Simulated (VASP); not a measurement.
# PbO2 (Fm-3m) in VASP: a series of runs

The runs below take PbO2 through single point, relaxation of cell and atoms, with PBEsol.

Everything below comes from runs of VASP 6.6.1. Logs are shortened: lines on timing, memory, paths and dates and some standing lists are left out, and cuts for length are marked.

## 1. The cell of the first run

The structure is cubic, space group Fm-3m (No. 225). Conventional cell: a = 5.433 Å, b = 5.433 Å, c = 5.433 Å, α = 90.00°, β = 90.00°, γ = 90.00°. Within 3.1 Å of Pb (site symmetry m-3m) lie 8 O at 2.35 Å. O (site symmetry -43m) has 4 Pb at 2.35 Å and 6 O at 2.72 Å within 3.1 Å.

## 2. Single point, PBEsol (volume scaled by 1.06)

The input, INCAR:

```
SYSTEM = PbO2
  PREC = Accurate
  ENCUT = 520
  EDIFF = 1E-6
  ISMEAR = 0
  SIGMA = 0.1
  LREAL = .FALSE.
  LASPH = .TRUE.
  NELM = 100
  ALGO = Normal
  ISIF = 2
  LWAVE = .FALSE.
  LCHARG = .FALSE.
  GGA = PS
  NBANDS = 20
```

The input, KPOINTS:

```
Automatic mesh
0
G
  14 14 14
  0 0 0
```

The input, POSCAR:

```
PbO2
1.0
    0.0000000000      2.7164865349      2.7164865349
    2.7164865349      0.0000000000      2.7164865349
    2.7164865349      2.7164865349      0.0000000000
Pb O
1 2
Direct
    0.0000000000      0.0000000000      0.0000000000
    0.2500000000      0.2500000000      0.2500000000
    0.7500000000      0.7500000000      0.7500000000
```

Potentials or basis: VASP PAW PBE potentials, release 64 (Pb_d, O).

Started as:

```bash
$ cat potpaw_PBE.64/Pb_d/POTCAR potpaw_PBE.64/O/POTCAR > POTCAR
$ mpirun -np 1 vasp_std > vasp.out
```

OUTCAR:

```text
SYSTEM = PbO2
   PREC = Accurate
   ENCUT = 520
   EDIFF = 1E-6
   ISMEAR = 0
   LREAL = .FALSE.
   LASPH = .TRUE.
   NELM = 100
   ISIF = 2
   GGA = PS

 ion  position               nearest neighbor table
   1  0.000  0.000  0.000-   3 2.35   3 2.35   3 2.35   2 2.35   3 2.35   2 2.35   2 2.35   2 2.35

   2  0.250  0.250  0.250-   1 2.35   1 2.35   1 2.35   1 2.35
   3  0.750  0.750  0.750-   1 2.35   1 2.35   1 2.35   1 2.35

  LATTYP: Found a face centered cubic cell.
 ALAT       =     5.4329730698

  Lattice vectors:

 A1 = (   0.0000000000,   2.7164865349,   2.7164865349)
 A2 = (   2.7164865349,   0.0000000000,   2.7164865349)
 A3 = (   2.7164865349,   2.7164865349,   0.0000000000)

Analysis of symmetry for initial positions (statically):
=====================================================================
 Subroutine PRICEL returns:
 Original cell was already a primitive cell.

 Routine SETGRP: Setting up the symmetry group for a
 face centered cubic supercell.

 Subroutine GETGRP returns: Found 48 space group operations
 (whereof 48 operations were pure point group operations)
 out of a pool of 48 trial point group operations.

The static configuration has the point symmetry O_h .

Analysis of symmetry for dynamics (positions and initial velocities):
=====================================================================
 Subroutine PRICEL returns:
 Original cell was already a primitive cell.

 Routine SETGRP: Setting up the symmetry group for a
 face centered cubic supercell.

 Subroutine GETGRP returns: Found 48 space group operations
 (whereof 48 operations were pure point group operations)
 out of a pool of 48 trial point group operations.

The dynamic configuration has the point symmetry O_h .

 Subroutine INISYM returns: Found 48 space group operations
 (whereof 48 operations are pure point group operations),
 and found     1 'primitive' translations

----------------------------------------------------------------------------------------

                                     Primitive cell

  volume of cell :      40.0915

  direct lattice vectors                    reciprocal lattice vectors
     0.000000000  2.716486535  2.716486535    -0.184061284  0.184061284  0.184061284
     2.716486535  0.000000000  2.716486535     0.184061284 -0.184061284  0.184061284
     2.716486535  2.716486535  0.000000000     0.184061284  0.184061284 -0.184061284

  length of vectors
     3.841692100  3.841692100  3.841692100     0.318803496  0.318803496  0.318803496

  position of ions in fractional coordinates (direct lattice)
     0.000000000  0.000000000  0.000000000
     0.250000000  0.250000000  0.250000000
     0.750000000  0.750000000  0.750000000

  ion indices of the primitive-cell ions
   primitive index   ion index
                 1           1
                 2           2
                 3           3

----------------------------------------------------------------------------------------

 KPOINTS: Automatic mesh

Automatic generation of k-mesh.
 Grid dimensions read from file:
 generate k-points for:   14   14   14

 Generating k-lattice:

  Cartesian coordinates                     Fractional coordinates (reciprocal lattice)
    -0.013147235  0.013147235  0.013147235     0.071428571  0.000000000  0.000000000
     0.013147235 -0.013147235  0.013147235     0.000000000  0.071428571  0.000000000
     0.013147235  0.013147235 -0.013147235     0.000000000  0.000000000  0.071428571

  Length of vectors
     0.022771678  0.022771678  0.022771678

  Shift w.r.t. Gamma in fractional coordinates (k-lattice)
     0.000000000  0.000000000  0.000000000

 Subroutine IBZKPT returns following result:
 ===========================================

 Found    104 irreducible k-points:

 Following reciprocal coordinates:
            Coordinates               Weight
  0.000000  0.000000  0.000000      1.000000
  0.071429  0.000000  0.000000      8.000000
  0.142857  0.000000  0.000000      8.000000
  0.214286  0.000000  0.000000      8.000000
  0.285714  0.000000  0.000000      8.000000
  0.357143  0.000000  0.000000      8.000000
[... 16 lines left out ...]
  0.214286  0.142857  0.000000     24.000000
  0.285714  0.142857  0.000000     24.000000
 [... further k-points ...]
   k-points           NKPTS =    104   k-points in BZ     NKDIM =    104   number of bands    NBANDS=     20
   number of dos      NEDOS =    301   number of ions     NIONS =      3
   total plane-waves  NPLWV =  27000
   dimension x,y,z NGX =    30 NGY =   30 NGZ =   30
   dimension x,y,z NGXF=    60 NGYF=   60 NGZF=   60
   ions per type =               1   2
   NGX,Y,Z   is equivalent  to a cutoff of  12.98, 12.98, 12.98 a.u.
   NGXF,Y,Z  is equivalent  to a cutoff of  25.96, 25.96, 25.96 a.u.
 SYSTEM =  PbO2
   PREC   = accura    normal or accurate (medium, high low for compatibility)
   ISTART =      0    job   : 0-new  1-cont  2-samecut
   ICHARG =      2    charge: 1-file 2-atom 10-const
   ISPIN  =      1    spin polarized calculation?
   LNONCOLLINEAR =      F non collinear calculations
   LSORBIT =      F    spin-orbit coupling
   LASPH  =      T    aspherical Exc in radial PAW
   ENCUT  =  520.0 eV  38.22 Ry    6.18 a.u.   7.14  7.14  7.14*2*pi/ulx,y,z
   NELM   =    100;   NELMIN=  2; NELMDL= -5     # of ELM steps
   EDIFF  = 0.1E-05   stopping-criterion for ELM
   LREAL  =      F    real-space projection
   EDIFFG = 0.1E-04   stopping-criterion for IOM
   NSW    =      0    number of steps for IOM
   IBRION =     -1    ionic relax: 0-MD 1-quasi-New 2-CG
   NFREE  =      0    steps in history (QN), initial steepest desc. (CG)
   ISIF   =      2    stress and relaxation
   ISYM   =      2    0-nonsym 1-usesym 2-fastsym
   POTIM  = 0.5000    time-step for ionic-motion
   TEBEG  =    0.0;   TEEND  =   0.0 temperature during run
   PSTRESS=    0.0 pullay stress
   NELECT =      26.0000    total number of electrons
   NUPDOWN=      -1.0000    fix difference up-down
   EMIN   =  10.00;   EMAX   =-10.00  energy-range for DOS
   EFERMI =   0.00;   METHOD = LEGACY
   ISMEAR =     0;   SIGMA  =   0.10  broadening in eV -4-tet -1-fermi 0-gaus
   EFERMI_NEDOS =   21; number of points for ismear=-14 and -15
   IALGO  =     38    algorithm
   IMIX   =      4    mixing-type and parameters
     AMIX     =   0.40;   BMIX     =  1.00
     AMIX_MAG =   1.60;   BMIX_MAG =  1.00
  volume/ion in A,a.u.               =      13.36        90.18
  Fermi-wavevector in a.u.,A,eV,Ry     =   1.417039  2.677815 27.320482  2.007999
  Thomas-Fermi vector in A             =   2.538311
   LORBIT       =      0    0 simple, 1 ext, 2 COOP (PROOUT), +10 PAW based schemes
   GGA     = PS    functional components
   LHFCALC =     F    Hartree Fock is set to
   AEXX    =    0.0000 exact exchange contribution
   IVDW    =     0    specifies the selected vdW correction
   LEPSILON=     F    determine dielectric tensor
   LRPA    =     F    only Hartree local field effects (RPA)
 non-spin polarized calculation
 Gauss-broadening in eV      SIGMA  =   0.10
  energy-cutoff  :      520.00
  volume of cell :       40.09
 maximum number of plane-waves:      1106
 NGX is ok and might be reduce to    30
   NGX = 15   NGY = 15   NGZ = 15

 number of electron      25.9999994 magnetization

 Free energy of the ion-electron system (eV)
  ---------------------------------------------------
  ext. energy  EPLUGINS =         0.00000000
  ---------------------------------------------------
  free energy    TOTEN  =       -16.74401854 eV

  energy without entropy =      -16.74022275  energy(sigma->0) =      -16.74212065

 E-fermi :   5.2666     XC(G=0): -11.3326

 val. band max:        5.2565652081   @ k =  -0.3571   0.5000   0.1429
 cond. band min:       5.2683822332   @ k =   0.1429   0.1429   0.0000
 fundamental gap:      0.0118170251
 Fermi energy:         5.2665782498

 k-point     1 :       0.0000    0.0000    0.0000
  band No.  band energies     occupation
      1     -13.0577      2.00000
      2     -10.3165      2.00000
      3     -10.3165      2.00000
      4     -10.3165      2.00000
      5     -10.2748      2.00000
      6     -10.0887      2.00000
[... 12 lines left out ...]
     19      20.5925      0.00000
     20      20.5925      0.00000

 k-point     2 :       0.0714    0.0000    0.0000
  band No.  band energies     occupation
      1     -13.0166      2.00000
      2     -10.6808      2.00000
      3     -10.3104      2.00000
      4     -10.3104      2.00000
      5     -10.0892      2.00000
      6     -10.0892      2.00000
[... 12 lines left out ...]
     19      20.5435      0.00000
     20      20.5435      0.00000

 k-point     3 :       0.1429    0.0000    0.0000
  band No.  band energies     occupation
      1     -12.9002      2.00000
      2     -11.0291      2.00000
      3     -10.2942      2.00000
      4     -10.2942      2.00000
      5     -10.0895      2.00000
      6     -10.0895      2.00000
[... 12 lines left out ...]
     19      20.4276      0.00000
     20      20.4276      0.00000

 k-point     4 :       0.2143    0.0000    0.0000
  band No.  band energies     occupation
      1     -12.7329      2.00000
      2     -11.3098      2.00000
      3     -10.2743      2.00000
      4     -10.2743      2.00000
      5     -10.0862      2.00000
      6     -10.0862      2.00000
[... 12 lines left out ...]
     19      20.3015      0.00000
     20      20.3015      0.00000

 k-point     5 :       0.2857    0.0000    0.0000
  band No.  band energies     occupation
      1     -12.5657      2.00000
      2     -11.4828      2.00000
      3     -10.2583      2.00000
      4     -10.2583      2.00000
      5     -10.0759      2.00000
      6     -10.0759      2.00000
[... 12 lines left out ...]
     19      20.2004      0.00000
     20      20.2004      0.00000

 k-point     6 :       0.3571    0.0000    0.0000
  band No.  band energies     occupation
      1     -12.4665      2.00000
      2     -11.5122      2.00000
      3     -10.2500      2.00000
      4     -10.2500      2.00000
      5     -10.0601      2.00000
      6     -10.0601      2.00000
[... 12 lines left out ...]
     19      20.1313      0.00000
     20      20.1313      0.00000

 k-point     7 :       0.4286    0.0000    0.0000
  band No.  band energies     occupation
      1     -12.4455      2.00000
      2     -11.4441      2.00000
      3     -10.2474      2.00000
      4     -10.2474      2.00000
      5     -10.0457      2.00000
      6     -10.0457      2.00000
[... 12 lines left out ...]
     19      20.0889      0.00000
     20      20.0889      0.00000
[... 277 lines left out ...]
 k-point    20 :      -0.1429    0.0714    0.0000
  band No.  band energies     occupation
      1     -12.8145      2.00000
      2     -11.2002      2.00000
      3     -10.2854      2.00000
      4     -10.2669      2.00000
      5     -10.0973      2.00000
      6     -10.0808      2.00000
[... 12 lines left out ...]
     19      20.2325      0.00000
     20      20.5121      0.00000

 k-point    21 :      -0.0714    0.0714    0.0000
  band No.  band energies     occupation
      1     -12.9499      2.00000
      2     -10.9128      2.00000
      3     -10.3029      2.00000
      4     -10.2934      2.00000
      5     -10.0938      2.00000
      6     -10.0857      2.00000
[... 12 lines left out ...]
     19      20.3965      0.00000
     20      20.5468      0.00000

 k-point    22 :       0.1429    0.1429    0.0000
  band No.  band energies     occupation
      1     -12.8425      2.00000
      2     -11.1677      2.00000
      3     -10.2734      2.00000
      4     -10.2734      2.00000
      5     -10.1071      2.00000
      6     -10.0769      2.00000
[... 12 lines left out ...]
     19      20.2166      0.00000
     20      20.6869      0.00000

 k-point    23 :       0.2143    0.1429    0.0000
  band No.  band energies     occupation
      1     -12.7089      2.00000
      2     -11.3855      2.00000
      3     -10.2514      2.00000
      4     -10.2464      2.00000
      5     -10.1140      2.00000
      6     -10.0708      2.00000
[... 12 lines left out ...]
     19      20.6037      0.00000
     20      20.6989      0.00000

 k-point    24 :       0.2857    0.1429    0.0000
  band No.  band energies     occupation
      1     -12.5404      2.00000
      2     -11.5851      2.00000
      3     -10.2312      2.00000
      4     -10.2070      2.00000
      5     -10.1096      2.00000
      6     -10.0618      2.00000
[... 12 lines left out ...]
     19      20.6742      0.00000
     20      21.4389      0.00000

 [... further k-points ...]

------------------------ aborting loop because EDIFF is reached ----------------------------------------

  FORCE on cell =-STRESS in cart. coord.  units (eV):
  Direction    XX          YY          ZZ          XY          YZ          ZX
  --------------------------------------------------------------------------------------
  -------------------------------------------------------------------------------------
  Total       -1.8744330     -1.8744330     -1.8744330      0.0000000      0.0000000      0.0000000
  in kB      -74.9079391    -74.9079391    -74.9079391      0.0000000      0.0000000      0.0000000
  external PRESSURE =     -74.9079391 kB  Pullay stress =       0.0000000 kB

 VOLUME and BASIS-vectors are now :
 -----------------------------------------------------------------------------
  energy-cutoff  :      520.00
  volume of cell :       40.09
      direct lattice vectors                 reciprocal lattice vectors
     0.000000000  2.716486535  2.716486535    -0.184061284  0.184061284  0.184061284
     2.716486535  0.000000000  2.716486535     0.184061284 -0.184061284  0.184061284
     2.716486535  2.716486535  0.000000000     0.184061284  0.184061284 -0.184061284

 POSITION                                       TOTAL-FORCE (eV/Angst)
 -----------------------------------------------------------------------------------
      0.00000      0.00000      0.00000        -0.000000      0.000000     -0.000000
      1.35824      1.35824      1.35824        -0.000000     -0.000000     -0.000000
      4.07473      4.07473      4.07473         0.000000      0.000000      0.000000
 -----------------------------------------------------------------------------------
    total drift:                                0.000000     -0.000000      0.000000

  FREE ENERGIE OF THE ION-ELECTRON SYSTEM (eV)
  ---------------------------------------------------
  free  energy   TOTEN  =       -16.7440185447 eV

  energy  without entropy=      -16.7402227488  energy(sigma->0) =      -16.74212065
```

Wall time 38 s (1 thread of Intel Xeon 6975P-C (Granite Rapids), shared host); peak memory 0.22 GiB.

Results:

```yaml
Free_energy: -16.7440 eV
Pressure: -7.5 GPa
Band_gap_on_the_k_mesh: zero (band 13 reaches 5.29 eV, above the bottom of band 14 at 4.10 eV)
```

Caveat: the cell differs from its parent crystal (volume scaled by 1.06); the PAW data sets were made with another functional, which shifts forces and pressure a little; spin-orbit coupling is left out, which moves the levels of the heavy elements.

## 3. Single point, PBEsol (volume scaled by 1.10)

The input, INCAR:

```
SYSTEM = PbO2
  PREC = Accurate
  ENCUT = 520
  EDIFF = 1E-6
  ISMEAR = 0
  SIGMA = 0.1
  LREAL = .False.
  LASPH = .True.
  NELM = 60
  ALGO = Normal
  ISIF = 2
  LWAVE = .False.
  LCHARG = .True.
  GGA = PS
  LELF = .True.
  LVHAR = .True.
  NBANDS = 20
```

The input, KPOINTS:

```
regular mesh
0
Gamma
  14 14 14
  0 0 0
```

The input, POSCAR:

```
PbO2
1.0
    0.0000000000      2.7502351601      2.7502351601
    2.7502351601      0.0000000000      2.7502351601
    2.7502351601      2.7502351601      0.0000000000
Pb O
1 2
Direct
    0.0000000000      0.0000000000      0.0000000000
    0.2500000000      0.2500000000      0.2500000000
    0.7500000000      0.7500000000      0.7500000000
```

Potentials or basis: VASP PAW PBE potentials, release 64 (Pb_d, O).

Started as:

```bash
$ cat potpaw_PBE.64/Pb_d/POTCAR potpaw_PBE.64/O/POTCAR > POTCAR
$ mpirun -np 1 vasp_std > vasp.out
```

It took 37 s on 1 thread of Intel Xeon 6975P-C (Granite Rapids), shared host; peak memory 0.22 GiB.

The run converged. Its results:

```
Free energy            : -16.6569 eV
Pressure               : -11.3 GPa
Band gap on the k mesh : zero (band 13 reaches 4.83 eV, above the bottom of band 14 at 3.71 eV)
```

Levels at points of the mesh, in eV from the Fermi level:
```tsv
k point	band 11	band 12	band 13	band 14	band 15	band 16
(0.00, 0.00, 0.00)	-1.87	-1.10	-1.10	-1.10	6.71	6.71
(0.50, 0.00, 0.00)	-2.57	-1.33	-1.33	2.26	6.80	9.01
(0.50, 0.50, 0.00)	-0.18	-0.11	-0.11	1.40	5.76	9.14
```

Caveat: the cell differs from its parent crystal (volume scaled by 1.10); the PAW data sets were made with another functional, which shifts forces and pressure a little; spin-orbit coupling is left out, which moves the levels of the heavy elements.

## 4. Relaxation of cell and atoms, PBEsol

This run uses another cell than the first one, of 12.58 Å³/atom, 0.942 times its volume.

The input, INCAR:

```
SYSTEM = PbO2
PREC = Accurate ; ENCUT = 600
EDIFF = 1E-6 ; ISMEAR = 0
SIGMA = 0.1 ; LREAL = .FALSE.
LASPH = .TRUE. ; NELM = 60
ALGO = Normal ; ISIF = 3
LWAVE = .FALSE. ; LCHARG = .FALSE.
GGA = PS ; IBRION = 2
NSW = 100 ; EDIFFG = -0.005
```

The input, KPOINTS:

```
Automatic mesh
0
G
  14 14 14
  0 0 0
```

The input, POSCAR:

```
PbO2
1.0
    0.0000000000      2.6626381255      2.6626381255
    2.6626381255      0.0000000000      2.6626381255
    2.6626381255      2.6626381255      0.0000000000
Pb O
1 2
Direct
    0.0000000000      0.0000000000      0.0000000000
    0.2500000000      0.2500000000      0.2500000000
    0.7500000000      0.7500000000      0.7500000000
```

Started as:

```bash
$ cat potpaw_PBE.64/Pb_d/POTCAR potpaw_PBE.64/O/POTCAR > POTCAR
$ mpirun -np 1 vasp_std > vasp.out
```

It took 64 s on 1 thread of Intel Xeon 6975P-C (Granite Rapids), shared host; peak memory 0.23 GiB.

It converged, with:

| Quantity | Value |
| --- | --- |
| Free energy | -16.7982 eV |
| Relaxed volume | 12.62 Å³/atom |
| Relaxed cell | a = 3.769 Å, b = 3.769 Å, c = 3.769 Å, α = 60.00°, β = 60.00°, γ = 60.00° |
| Space group after relaxing (to 0.05 Å) | Fm-3m (No. 225) |
| Energy gained by relaxing | 0.1 meV/atom |
| Ionic steps | 3 |
| Pressure after relaxing | 0.0 GPa |
| Band gap on the k mesh | zero (band 13 reaches 6.04 eV, above the bottom of band 14 at 4.72 eV) |

The path:
| step | energy change (eV) | largest force (eV/Å) | pressure (GPa) | volume (Å³) |
| --- | --- | --- | --- | --- |
| 1 | 0.0000 | 0.0000 | 0.45 | 37.75 |
| 2 | -0.0001 | 0.0000 | -0.31 | 37.95 |
| 3 | -0.0002 | 0.0000 | -0.01 | 37.87 |

Final structure:
```
Pb O
1.0
     0.00000    2.66530    2.66530
     2.66530    0.00000    2.66530
     2.66530    2.66530    0.00000
Pb O
1 2
Direct
  0.00000 0.00000 0.00000
  0.25000 0.25000 0.25000
  0.75000 0.75000 0.75000
```

Levels at points of the mesh, in eV from the Fermi level:
```
           k point  band 9  band 10  band 11  band 12  band 13  band 14  band 15  band 16  band 17
(0.00, 0.00, 0.00)   -2.06    -2.06    -2.06    -1.31    -1.31    -1.31     6.95     6.95     6.95
(0.50, 0.00, 0.00)   -3.52    -2.98    -2.98    -1.49    -1.49     2.80     7.15     9.69     9.69
(0.50, 0.50, 0.00)   -4.79    -4.79    -0.29    -0.15    -0.15     1.78     6.33     9.30    11.11
```

Caveat: the PAW data sets were made with another functional, which shifts forces and pressure a little; spin-orbit coupling is left out, which moves the levels of the heavy elements.

## 5. The runs side by side

| task | cell | cutoff (eV) | gap on the mesh (eV) | pressure (GPa) |
| --- | --- | --- | --- | --- |
| single point | a = 3.842 Å, angles 60.0°, 3 atoms | 520 | none | -7.5 |
| single point | a = 3.889 Å, angles 60.0°, 3 atoms | 520 | none | -11.3 |
| relaxation of cell and atoms | relaxed from a = 3.766 Å, angles 60.0°, 3 atoms | 600 | none | 0.0 |

Alike in all rows: level PBEsol; potentials or basis VASP PAW PBE potentials, release 64 (Pb_d, O); no spin polarisation; k mesh 14 × 14 × 14; smearing gaussian 0.1 eV.

Caveats: the PAW data sets were made with another functional, which shifts forces and pressure a little; spin-orbit coupling is left out, which moves the levels of the heavy elements.

Total energies depend on the potentials used, so only differences within one code and one set of settings carry meaning.
